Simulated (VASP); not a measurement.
A run of VASP 6.6.1 is set up as follows.

File INCAR:

```
SYSTEM = HfN
PREC = Accurate ; ENCUT = 520
EDIFF = 1E-6 ; ISMEAR = -1
SIGMA = 0.05 ; LREAL = .FALSE.
LASPH = .TRUE. ; NELM = 80
ALGO = Normal ; ISIF = 2
LWAVE = .FALSE. ; LCHARG = .FALSE.
GGA = PE ; NBANDS = 14
```

File KPOINTS:

```
regular mesh
0
G
  16 16 14
  0 0 0
```

POSCAR

```
HfN
1.0
    2.8078359906      0.0000000000      0.0000000000
   -1.4039179953      2.4316572975      0.0000000000
    0.0000000000      0.0000000000      2.7061210329
Hf N
1 1
Direct
    0.0000000000      0.0000000000      0.0000000000
    0.3333333333      0.6666666667      0.5000000000
```

Potentials or basis: VASP PAW PBE potentials, release 64 (Hf_pv, N).

Command:

```console
$ cat potpaw_PBE.64/Hf_pv/POTCAR potpaw_PBE.64/N/POTCAR > POTCAR
$ mpirun -np 1 vasp_std > vasp.out
```

(1) What does it give for the pressure?

Results:

(1) 107.4 GPa.
